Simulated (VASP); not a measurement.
Set up this calculation in VASP 6.6.1, as the native input.

| Item | Value |
| --- | --- |
| Task | single point |
| Functional | PBE |
| Dispersion | D4 |
| Potentials or basis | VASP PAW PBE potentials, release 64 (B, N) |
| Cutoff | 520 eV |
| k mesh | 6 × 6 × 6 |
| Occupations | methfessel-paxton, width 0.05 eV |
| Spin | no spin polarisation |
| Dipole correction | no |
| Further INCAR settings | ALGO = Normal; EDIFF = 1e-07; NBANDS = 11 |

The structure of BN (Qingsongite) lies in POSCAR:

```
BN
1.0
    0.0000000000      1.8075000000      1.8075000000
    1.8075000000      0.0000000000      1.8075000000
    1.8075000000      1.8075000000      0.0000000000
B N
1 1
Direct
    0.0174100000      0.9862100000      0.9912500000
    0.2584168741      0.2595331259      0.2414931259
```

One way to write it, as run:

INCAR

```
SYSTEM = BN
PREC     = Accurate       ! precision mode
ENCUT    = 520            ! plane-wave cutoff, eV
EDIFF    = 1E-7           ! SCF threshold, eV
ISMEAR   = 1              ! smearing method
SIGMA    = 0.05           ! smearing width, eV
LREAL    = .False.        ! projectors in reciprocal space
LASPH    = .True.         ! aspherical terms in the spheres
NELM     = 60             ! most SCF steps
ALGO     = Normal         ! electronic algorithm
ISIF     = 2              ! what is computed and relaxed
LWAVE    = .False.        ! write WAVECAR
LCHARG   = .False.        ! write CHGCAR
GGA      = PE             ! functional
IVDW     = 13             ! dispersion correction
NBANDS   = 11             ! bands
```

KPOINTS

```
Automatic mesh
0
Gamma
  6 6 6
  0 0 0
```

Potentials or basis: VASP PAW PBE potentials, release 64 (B, N).

Run with:

```console
$ cat potpaw_PBE.64/B/POTCAR potpaw_PBE.64/N/POTCAR > POTCAR
$ mpirun -np 1 vasp_std > vasp.out
```

Results of the run:

The pressure is -1.4 GPa, the largest force is 1.367 eV/Å and the band gap on the k mesh is 4.05 eV, indirect (least direct gap 8.14 eV). The dispersion energy per atom is -0.238 eV.

Caveat: the k points lie up to 0.50 Å⁻¹ apart; forces of over 1 eV/Å act on the atoms, so gaps and moduli don't describe the material at rest.

It took 14 s on 1 thread of Intel Xeon 6975P-C (shared host), peak memory 0.13 GiB.
